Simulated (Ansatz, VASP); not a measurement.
**Two plane-wave programs on Pt**

```xyz
1
Lattice="0.0000 1.9597 1.9597 1.9597 0.0000 1.9597 1.9597 1.9597 0.0000" Properties=species:S:1:pos:R:3 pbc="T T T"
Pt    0.0000    0.0000    0.0000
```

Alike in both runs: functional PBEsol; k mesh 14 × 14 × 14; occupations fermi-dirac, width 0.1 eV; no spin polarisation.

Ansatz relaxed the structure, and its values are those at the end. VASP's run is a single point on that final structure, the one shown.

|  | VASP | Ansatz |
| --- | --- | --- |
| version | VASP 6.6.1 | Ansatz 0.2.0 |
| potentials or method | VASP PAW PBE potentials, release 64 (Pt), cutoff 520 eV | plane waves (420 eV) with PAW, scalar-relativistic |
| valence electrons in the cell | 10 | 18 |

|  | VASP | Ansatz | Ansatz less VASP |
| --- | --- | --- | --- |
| pressure (GPa) | -0.4 | 0.0 | +0.42 |

VASP's potentials were made for PBE, not for PBEsol, and Ansatz warns of the same on its side. With one functional, cell and mesh, what is left measures potentials, basis and numerics. VASP's potentials hold 10 valence electrons a cell and Ansatz's 18, so a difference there can come from the potentials and not from the codes.

Spin-orbit coupling is off throughout.
